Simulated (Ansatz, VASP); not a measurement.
MoS2 in VASP and in Ansatz

```
Mo S
1.0
     3.20034    0.00000    0.00000
    -1.60017    2.77158    0.00000
     0.00000    0.00000    6.25942
Mo S
1 2
Cartesian
  0.0000 0.0000 3.1297
  0.0000 1.8477 1.5982
  1.6002 0.9239 4.6613
```

Alike in both runs: task single point; functional LDA; k mesh 10 × 10 × 5; no spin polarisation.

```csv
,VASP,Ansatz
version,VASP 6.6.1,Ansatz 0.2.0
potentials or method,"VASP PAW LDA potentials, release 64 (Mo_sv, S), cutoff 520 eV","plane waves, PAW"
occupations,"fermi-dirac, width 0.1 eV",fermi-dirac
valence electrons in the cell,26,26
```

Ansatz gave:

| Item | Value |
| --- | --- |
| pressure (GPa) | -2.5 |
| traceless stress, the component that is largest in VASP (GPa) | 2.54 |

Problem. Estimate VASP's values.

Solution. Pressure (GPa): -2.4; traceless stress, the component that is largest in VASP (GPa): 2.55.

LDA's correlation is that of Perdew and Zunger in VASP and of Perdew and Wang (1992) in Ansatz. Ansatz's warnings: structure snapped to symmetry.
